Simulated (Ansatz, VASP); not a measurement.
**Si: VASP beside Ansatz**

INCAR

```
SYSTEM = Si
PREC = Accurate
ENCUT = 520
EDIFF = 1E-6
ISMEAR = 0
SIGMA = 0.15
LREAL = .FALSE.
LASPH = .TRUE.
NELM = 60
ALGO = Normal
ISIF = 2
LWAVE = .FALSE.
LCHARG = .FALSE.
NBANDS = 8
```

File KPOINTS:

```
Automatic mesh
0
G
  30 30 26
  0 0 0
```

The input POSCAR:

```
Si
1.0
    2.5269220599      0.0000000000      0.0000000000
   -1.2634610300      2.1883786973      0.0000000000
    0.0000000000      0.0000000000      2.6328487263
Si
1
Direct
    0.0000000000      0.0000000000      0.0000000000
```

Input for Ansatz:

```yaml
crystal:
  lattice:
    - [2.5269220599, 0.0, 0.0]
    - [-1.26346103, 2.1883786973, 0.0]
    - [0.0, 0.0, 2.6328487263]
  atoms:
    - { symbol: Si, position: [0.0, 0.0, 0.0] }
basis:
  ecutwfc: 420
kpoints:
  mp_grid: { grid: [30, 30, 26] }
hamiltonian:
  xc: lda
scf:
  occupations: { method: gaussian, width: 0.15 }
output:
  forces: true
  stress: true
  eigenvalues: true
```

Alike in both runs: task single point; functional LDA; k mesh 30 × 30 × 26; occupations gaussian, width 0.15 eV; no spin polarisation.

|  | VASP | Ansatz |
| --- | --- | --- |
| version | VASP 6.6.1 | Ansatz 0.2.0 |
| potentials or method | VASP PAW LDA potentials, release 64 (Si), cutoff 520 eV | scalar-relativistic, plane waves, PAW |
| valence electrons in the cell | 4 | 4 |

```tsv
	VASP	Ansatz	Ansatz less VASP
gap on the k mesh at the Fermi level (eV)	none	none	-
pressure (GPa)	1.1	1.1	-0.07
traceless stress, the component that is largest in VASP (GPa)	-15.26	-15.23	+0.028
```

LDA's correlation is that of Perdew and Zunger in VASP and of Perdew and Wang (1992) in Ansatz. A gap of «none» marks a metal or a gap that the smearing closes.
